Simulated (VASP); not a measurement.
# ZrB (I4/mmm) in VASP: a series of runs

ZrB is run at these levels: PBE; tasks: single point.

Everything below comes from runs of VASP 6.6.1. Logs are shortened: lines on timing, memory, paths and dates and some standing lists are left out, and cuts for length are marked.

## Step 1: The cell of the first run

Symmetry: I4/mmm, No. 139, tetragonal system. Conventional cell: a = 3.572 Å, b = 3.572 Å, c = 3.940 Å, α = 90.00°, β = 90.00°, γ = 90.00°. Zr (site symmetry 4/mmm) has 6 B at 1.97 to 2.53 Å within 2.6 Å. Within 2.6 Å of B (site symmetry 4/mmm) lie 6 Zr at 1.97 to 2.53 Å.

## Step 2: Single point, PBE

Contents of INCAR:

```
SYSTEM = ZrB
ALGO = Normal ; EDIFF = 1E-6
ENCUT = 520 ; GGA = PE
ISIF = 2 ; ISMEAR = 0
LASPH = .TRUE. ; LCHARG = .TRUE.
LELF = .TRUE. ; LREAL = .FALSE.
LVHAR = .TRUE. ; LWAVE = .FALSE.
NBANDS = 14 ; NELM = 60
PREC = Accurate ; SIGMA = 0.15
```

Contents of KPOINTS:

```
k-points
0
G
  20 20 20
  0 0 0
```

Contents of POSCAR:

```
ZrB
1.0
    0.0000000000      2.5257561725      1.9700898145
    2.5257561725      0.0000000000      1.9700898145
    2.5257561725      2.5257561725      0.0000000000
Zr B
1 1
Direct
    0.0000000000      0.0000000000      0.0000000000
    0.5000000000      0.5000000000      0.5000000000
```

Potentials or basis: VASP PAW PBE potentials, release 64 (Zr_sv, B).

Started as:

```sh
> cat potpaw_PBE.64/Zr_sv/POTCAR potpaw_PBE.64/B/POTCAR > POTCAR
> mpirun -np 1 vasp_std > vasp.out
```

OUTCAR:

```text
SYSTEM = ZrB
   EDIFF = 1E-6
   ENCUT = 520
   GGA = PE
   ISIF = 2
   ISMEAR = 0
   LASPH = .TRUE.
   LREAL = .FALSE.
   NELM = 60
   PREC = Accurate

 ion  position               nearest neighbor table
   1  0.000  0.000  0.000-   2 1.97   2 1.97   2 2.53   2 2.53   2 2.53   2 2.53
   2  0.500  0.500  0.500-   1 1.97   1 1.97   1 2.53   1 2.53   1 2.53   1 2.53

  LATTYP: Found a body centered tetragonal cell.
 ALAT       =     3.5719586344
 C/A-ratio  =     1.1030865786

  Lattice vectors:

 A1 = (   0.0000000000,  -2.5257561725,  -1.9700898145)
 A2 = (   0.0000000000,   2.5257561725,  -1.9700898145)
 A3 = (   2.5257561725,   0.0000000000,   1.9700898145)

Analysis of symmetry for initial positions (statically):
=====================================================================
 Subroutine PRICEL returns:
 Original cell was already a primitive cell.

 Routine SETGRP: Setting up the symmetry group for a
 body centered tetragonal supercell.

 Subroutine GETGRP returns: Found 16 space group operations
 (whereof 16 operations were pure point group operations)
 out of a pool of 16 trial point group operations.

The static configuration has the point symmetry D_4h.

Analysis of symmetry for dynamics (positions and initial velocities):
=====================================================================
 Subroutine PRICEL returns:
 Original cell was already a primitive cell.

 Routine SETGRP: Setting up the symmetry group for a
 body centered tetragonal supercell.

 Subroutine GETGRP returns: Found 16 space group operations
 (whereof 16 operations were pure point group operations)
 out of a pool of 16 trial point group operations.

The dynamic configuration has the point symmetry D_4h.

 Subroutine INISYM returns: Found 16 space group operations
 (whereof 16 operations are pure point group operations),
 and found     1 'primitive' translations

----------------------------------------------------------------------------------------

                                     Primitive cell

  volume of cell :      25.1362

  direct lattice vectors                    reciprocal lattice vectors
     0.000000000  2.525756172  1.970089815    -0.197960518  0.197960518  0.253795536
     2.525756172  0.000000000  1.970089815     0.197960518 -0.197960518  0.253795536
     2.525756172  2.525756172  0.000000000     0.197960518  0.197960518 -0.253795536

  length of vectors
     3.203232449  3.203232449  3.571958634     0.377874195  0.377874195  0.377874195

  position of ions in fractional coordinates (direct lattice)
     0.000000000  0.000000000  0.000000000
     0.500000000  0.500000000  0.500000000

  ion indices of the primitive-cell ions
   primitive index   ion index
                 1           1
                 2           2

----------------------------------------------------------------------------------------

 KPOINTS: k-points

Automatic generation of k-mesh.
 Grid dimensions read from file:
 generate k-points for:   20   20   20

 Generating k-lattice:

  Cartesian coordinates                     Fractional coordinates (reciprocal lattice)
    -0.009898026  0.009898026  0.012689777     0.050000000 -0.000000000  0.000000000
     0.009898026 -0.009898026  0.012689777    -0.000000000  0.050000000  0.000000000
     0.009898026  0.009898026 -0.012689777     0.000000000  0.000000000  0.050000000

  Length of vectors
     0.018893710  0.018893710  0.018893710

  Shift w.r.t. Gamma in fractional coordinates (k-lattice)
     0.000000000  0.000000000  0.000000000

 Subroutine IBZKPT returns following result:
 ===========================================

 Found    641 irreducible k-points:

 Following reciprocal coordinates:
            Coordinates               Weight
  0.000000  0.000000  0.000000      1.000000
  0.050000 -0.000000  0.000000      8.000000
  0.100000 -0.000000  0.000000      8.000000
  0.150000  0.000000  0.000000      8.000000
  0.200000 -0.000000  0.000000      8.000000
  0.250000 -0.000000  0.000000      8.000000
[... 16 lines left out ...]
 -0.400000  0.050000  0.000000      8.000000
 -0.350000  0.050000  0.000000      8.000000
 [... further k-points ...]
   k-points           NKPTS =    641   k-points in BZ     NKDIM =    641   number of bands    NBANDS=     14
   number of dos      NEDOS =    301   number of ions     NIONS =      2
   total plane-waves  NPLWV =  16128
   dimension x,y,z NGX =    24 NGY =   24 NGZ =   28
   dimension x,y,z NGXF=    48 NGYF=   48 NGZF=   56
   ions per type =               1   1
   NGX,Y,Z   is equivalent  to a cutoff of  12.46, 12.46, 13.03 a.u.
   NGXF,Y,Z  is equivalent  to a cutoff of  24.91, 24.91, 26.06 a.u.
 SYSTEM =  ZrB
   PREC   = accura    normal or accurate (medium, high low for compatibility)
   ISTART =      0    job   : 0-new  1-cont  2-samecut
   ICHARG =      2    charge: 1-file 2-atom 10-const
   ISPIN  =      1    spin polarized calculation?
   LNONCOLLINEAR =      F non collinear calculations
   LSORBIT =      F    spin-orbit coupling
   LASPH  =      T    aspherical Exc in radial PAW
   ENCUT  =  520.0 eV  38.22 Ry    6.18 a.u.   5.96  5.96  6.64*2*pi/ulx,y,z
   NELM   =     60;   NELMIN=  2; NELMDL= -5     # of ELM steps
   EDIFF  = 0.1E-05   stopping-criterion for ELM
   LREAL  =      F    real-space projection
   EDIFFG = 0.1E-04   stopping-criterion for IOM
   NSW    =      0    number of steps for IOM
   IBRION =     -1    ionic relax: 0-MD 1-quasi-New 2-CG
   NFREE  =      0    steps in history (QN), initial steepest desc. (CG)
   ISIF   =      2    stress and relaxation
   ISYM   =      2    0-nonsym 1-usesym 2-fastsym
   POTIM  = 0.5000    time-step for ionic-motion
   TEBEG  =    0.0;   TEEND  =   0.0 temperature during run
   PSTRESS=    0.0 pullay stress
   NELECT =      15.0000    total number of electrons
   NUPDOWN=      -1.0000    fix difference up-down
   EMIN   =  10.00;   EMAX   =-10.00  energy-range for DOS
   EFERMI =   0.00;   METHOD = LEGACY
   ISMEAR =     0;   SIGMA  =   0.15  broadening in eV -4-tet -1-fermi 0-gaus
   EFERMI_NEDOS =   21; number of points for ismear=-14 and -15
   IALGO  =     38    algorithm
   IMIX   =      4    mixing-type and parameters
     AMIX     =   0.40;   BMIX     =  1.00
     AMIX_MAG =   1.60;   BMIX_MAG =  1.00
  volume/ion in A,a.u.               =      12.57        84.81
  Fermi-wavevector in a.u.,A,eV,Ry     =   1.378285  2.604581 25.846565  1.899669
  Thomas-Fermi vector in A             =   2.503360
   LORBIT       =      0    0 simple, 1 ext, 2 COOP (PROOUT), +10 PAW based schemes
   GGA     = PE    functional components
   LHFCALC =     F    Hartree Fock is set to
   AEXX    =    0.0000 exact exchange contribution
   IVDW    =     0    specifies the selected vdW correction
   LEPSILON=     F    determine dielectric tensor
   LRPA    =     F    only Hartree local field effects (RPA)
 non-spin polarized calculation
 Gauss-broadening in eV      SIGMA  =   0.15
  energy-cutoff  :      520.00
  volume of cell :       25.14
 maximum number of plane-waves:       697
   NGX = 11   NGY = 11   NGZ = 13

 number of electron      15.0000000 magnetization

 Free energy of the ion-electron system (eV)
  ---------------------------------------------------
  ext. energy  EPLUGINS =         0.00000000
  ---------------------------------------------------
  free energy    TOTEN  =       -14.20172870 eV

  energy without entropy =      -14.19195477  energy(sigma->0) =      -14.19684173

 E-fermi :   9.6601     XC(G=0): -12.1170

 val. band max:        9.6554041498   @ k =  -0.1500   0.4500   0.3500
 cond. band min:       9.6609273284   @ k =  -0.3500   0.2500   0.1500
 fundamental gap:      0.0055231786
 Fermi energy:         9.6601396490

 k-point     1 :       0.0000    0.0000    0.0000
  band No.  band energies     occupation
      1     -37.9007      2.00000
      2     -16.1094      2.00000
      3     -15.5283      2.00000
      4     -15.5283      2.00000
      5       0.8376      2.00000
      6      10.2911      0.00000
      7      10.2911      0.00000
      8      11.2315      0.00000
      9      11.8402      0.00000
     10      12.1769      0.00000
     11      12.1769      0.00000
     12      12.8801      0.00000
     13      15.1488      0.00000
     14      20.8509      0.00000

 k-point     2 :       0.0500   -0.0000    0.0000
  band No.  band energies     occupation
      1     -37.8978      2.00000
      2     -16.1197      2.00000
      3     -15.5412      2.00000
      4     -15.5347      2.00000
      5       0.9106      2.00000
      6      10.1191      0.00002
      7      10.1371      0.00001
      8      11.0267      0.00000
      9      11.3468      0.00000
     10      12.5237      0.00000
     11      12.6879      0.00000
     12      13.0932      0.00000
     13      15.2274      0.00000
     14      21.0146      0.00000

 k-point     3 :       0.1000   -0.0000    0.0000
  band No.  band energies     occupation
      1     -37.8892      2.00000
      2     -16.1528      2.00000
      3     -15.5747      2.00000
      4     -15.5530      2.00000
      5       1.1252      2.00000
      6       9.6039      1.40384
      7       9.6302      1.22218
      8      10.9000      0.00000
      9      11.0811      0.00000
     10      12.5879      0.00000
     11      13.5935      0.00000
     12      13.6327      0.00000
     13      15.5342      0.00000
     14      21.4622      0.00000

 k-point     4 :       0.1500    0.0000    0.0000
  band No.  band energies     occupation
      1     -37.8758      2.00000
      2     -16.2129      2.00000
      3     -15.6164      2.00000
      4     -15.5813      2.00000
      5       1.4682      2.00000
      6       8.9151      2.00000
      7       9.0222      2.00000
      8      10.5228      0.00000
      9      11.4127      0.00000
     10      12.6278      0.00000
     11      14.0115      0.00000
     12      14.6121      0.00000
     13      16.1746      0.00000
     14      22.0395      0.00000

 k-point     5 :       0.2000   -0.0000    0.0000
  band No.  band energies     occupation
      1     -37.8588      2.00000
      2     -16.3012      2.00000
      3     -15.6532      2.00000
      4     -15.6168      2.00000
      5       1.9191      2.00000
      6       8.2212      2.00000
      7       8.4524      2.00000
      8      10.0921      0.00005
      9      11.9151      0.00000
     10      12.7413      0.00000
     11      14.2460      0.00000
[... 276 lines left out ...]
 k-point    22 :      -0.4500    0.0500    0.0000
  band No.  band energies     occupation
      1     -37.7781      2.00000
      2     -16.7773      2.00000
      3     -15.7810      2.00000
      4     -15.7278      2.00000
      5       4.6730      2.00000
      6       5.7582      2.00000
      7       6.8982      2.00000
      8       8.0847      2.00000
      9      13.7020      0.00000
     10      15.5112      0.00000
     11      16.4240      0.00000
     12      18.0908      0.00000
     13      20.1689      0.00000
     14      21.8665      0.00000

 k-point    23 :      -0.4000    0.0500    0.0000
  band No.  band energies     occupation
      1     -37.7862      2.00000
      2     -16.7221      2.00000
      3     -15.7628      2.00000
      4     -15.7347      2.00000
      5       4.1674      2.00000
      6       5.9818      2.00000
      7       7.0292      2.00000
      8       8.5859      2.00000
      9      13.7883      0.00000
     10      14.7965      0.00000
     11      15.6881      0.00000
     12      18.6681      0.00000
     13      19.8553      0.00000
     14      21.3812      0.00000

 k-point    24 :      -0.3500    0.0500    0.0000
  band No.  band energies     occupation
      1     -37.7993      2.00000
      2     -16.6352      2.00000
      3     -15.7390      2.00000
      4     -15.7348      2.00000
      5       3.5880      2.00000
      6       6.3444      2.00000
      7       7.2528      2.00000
      8       9.0927      2.00000
      9      13.7325      0.00000
     10      13.9527      0.00000
     11      15.1244      0.00000
     12      19.1368      0.00000
     13      19.1725      0.00000
     14      20.8094      0.00000

 [... further k-points ...]
[... 5 lines left out ...]
  --------------------------------------------------------------------------------------
  -------------------------------------------------------------------------------------
  Total        1.3862574      1.3862574     18.6862202      0.0000000     -0.0000000     -0.0000000
  in kB       88.3599735     88.3599735   1191.0587293      0.0000000     -0.0000000     -0.0000000
  external PRESSURE =     455.9262254 kB  Pullay stress =       0.0000000 kB

 VOLUME and BASIS-vectors are now :
 -----------------------------------------------------------------------------
  energy-cutoff  :      520.00
  volume of cell :       25.14
      direct lattice vectors                 reciprocal lattice vectors
     0.000000000  2.525756172  1.970089815    -0.197960518  0.197960518  0.253795536
     2.525756172  0.000000000  1.970089815     0.197960518 -0.197960518  0.253795536
     2.525756172  2.525756172  0.000000000     0.197960518  0.197960518 -0.253795536

 POSITION                                       TOTAL-FORCE (eV/Angst)
 -----------------------------------------------------------------------------------
      0.00000      0.00000      0.00000        -0.000000      0.000000      0.000000
      2.52576      2.52576      1.97009         0.000000     -0.000000     -0.000000
 -----------------------------------------------------------------------------------
    total drift:                                0.000000     -0.000000     -0.000000

  FREE ENERGIE OF THE ION-ELECTRON SYSTEM (eV)
  ---------------------------------------------------
  free  energy   TOTEN  =       -14.2017287038 eV

  energy  without entropy=      -14.1919547654  energy(sigma->0) =      -14.19684173
```

Wall time 70 s (1 thread of Intel Xeon 6975P-C (Granite Rapids), shared host); peak memory 0.34 GiB.

What came out:

| Item | Value |
| --- | --- |
| Free energy | -14.2017 eV |
| Pressure | 45.6 GPa |

Stress tensor (GPa, compression positive):
```
  8.84   0.00   0.00
  0.00   8.84   0.00
  0.00   0.00 119.11
```

Levels at points of the mesh, in eV from the Fermi level:
```tsv
k point	band 5	band 6	band 7	band 8	band 9	band 10	band 11	band 12
(0.00, 0.00, 0.00)	-8.82	0.63	0.63	1.57	2.18	2.52	2.52	3.22
(0.50, 0.00, 0.00)	-4.85	-3.56	-2.87	-2.27	4.12	6.21	7.37	7.85
(0.50, 0.50, 0.00)	-7.17	-2.09	0.84	0.84	2.21	5.38	5.57	5.57
(0.50, 0.00, 0.50)	-7.23	-1.76	-1.38	1.77	3.36	4.48	5.04	6.27
```

## Step 3: Single point, PBE

This run uses another cell than the first one, of the same volume but with other edges.

Contents of INCAR:

```
PREC = Accurate
ENCUT = 520
EDIFF = 1E-7
ISMEAR = 0
SIGMA = 0.15
LREAL = False
LASPH = True
NELM = 100
ALGO = Normal
ISIF = 2
LWAVE = False
LCHARG = False
GGA = PE
NBANDS = 14
```

Contents of KPOINTS:

```
regular mesh
0
Gamma
  20 20 20
```

Contents of POSCAR:

```
ZrB
1.0
    0.0000000000      2.1303052604      2.7693968386
    2.1303052604      0.0000000000      2.7693968386
    2.1303052604      2.1303052604      0.0000000000
Zr B
1 1
Direct
    0.0000000000      0.0000000000      0.0000000000
    0.5000000000      0.5000000000      0.5000000000
```

Potentials or basis: VASP PAW PBE potentials, release 64 (Zr_sv, B).

Started as:

```sh
> cat potpaw_PBE.64/Zr_sv/POTCAR potpaw_PBE.64/B/POTCAR > POTCAR
> mpirun -np 1 vasp_std > vasp.out
```

Wall time 94 s (1 thread of Intel Xeon 6975P-C (Granite Rapids), shared host); peak memory 0.34 GiB.

It converged, with:

```
Free energy : -14.0446 eV
Pressure    : 51.4 GPa
```

Stress tensor (GPa, compression positive):
```
 85.27   0.00   0.00
  0.00  85.27   0.00
  0.00   0.00 -16.40
```

Levels at points of the mesh, in eV from the Fermi level:
```
           k point  band 6  band 7  band 8  band 9  band 10  band 11
(0.00, 0.00, 0.00)   -0.13    0.84    2.52    3.00     3.00     4.28
(0.50, 0.00, 0.00)   -3.27   -2.54   -1.74    5.36     6.02     7.35
(0.50, 0.50, 0.00)   -2.11   -1.35    3.64    3.64     5.35     6.30
(0.50, 0.00, 0.50)   -1.17    0.97    1.46    2.88     4.44     4.56
```

## Step 4: Single point, PBE

This run uses another cell than the first one, of the same volume but with other edges.

Contents of INCAR:

```
ALGO = Normal ; EDIFF = 1E-6
ENCUT = 520 ; GGA = PE
ISIF = 2 ; ISMEAR = 0
LASPH = True ; LCHARG = True
LELF = True ; LREAL = False
LVHAR = True ; LWAVE = False
NBANDS = 14 ; NELM = 80
PREC = Accurate ; SIGMA = 0.15
```

Contents of KPOINTS:

```
k-points
0
Gamma
  20 20 20
```

Contents of POSCAR:

```
ZrB
1.0
    0.0000000000      2.3905271553      2.1992849829
    2.3905271553      0.0000000000      2.1992849829
    2.3905271553      2.3905271553      0.0000000000
Zr B
1 1
Direct
    0.0000000000      0.0000000000      0.0000000000
    0.5000000000      0.5000000000      0.5000000000
```

Started as:

```sh
> cat potpaw_PBE.64/Zr_sv/POTCAR potpaw_PBE.64/B/POTCAR > POTCAR
> mpirun -np 1 vasp_std > vasp.out
```

It took 67 s on 1 thread of Intel Xeon 6975P-C (Granite Rapids), shared host; peak memory 0.34 GiB.

The run converged. Its results:

| Quantity | Value |
| --- | --- |
| Free energy | -15.4133 eV |
| Pressure | 36.1 GPa |

Stress tensor (GPa, compression positive):
```
23.17  0.00  0.00
 0.00 23.17  0.00
 0.00  0.00 61.81
```

Levels at points of the mesh, in eV from the Fermi level:
```
           k point  band 5  band 6  band 7  band 8  band 9  band 10  band 11  band 12
(0.00, 0.00, 0.00)   -8.38    1.57    1.57    2.52    3.17     3.53     3.53     3.83
(0.50, 0.00, 0.00)   -4.26   -3.61   -1.66   -1.43    5.39     6.08     7.44     8.14
(0.50, 0.50, 0.00)   -6.56   -1.26    0.46    2.09    2.09     5.55     6.78     6.78
(0.50, 0.00, 0.50)   -6.59   -1.13   -0.70    2.41    3.07     5.20     6.46     7.16
```

(Part 1 of 2 ends here.)
